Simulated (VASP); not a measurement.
The system is Os.

```
Os
1.0
     2.73410    0.00000    0.00000
    -1.36705    2.36780    0.00000
     0.00000    0.00000    4.31970
Os
2
Direct
  0.33333 0.66667 0.25000
  0.66667 0.33333 0.75000
```

Base run:

* Program: VASP 6.6.1
* Functional: PBE
* Potentials or basis: VASP PAW PBE potentials, release 64 (Os)
* Cutoff: 520 eV
* k mesh: 14 × 14 × 8
* Occupations: fermi-dirac, width 0.05 eV
* Spin: no spin polarisation

Its results: band gap on the k mesh zero (band 8 reaches 11.51 eV, above the bottom of band 9 at 7.76 eV); pressure 8.8 GPa.

Problem. The run is repeated on the same cell with these changes: functional from PBE to r2SCAN. What comes out?

Solution. Band gap on the k mesh zero (band 8 reaches 11.38 eV, above the bottom of band 9 at 7.47 eV); pressure 2.0 GPa.

Caveats: spin-orbit coupling is left out, which moves the levels of the heavy elements; the PAW data sets were made with another functional, which shifts forces and pressure a little (some runs).
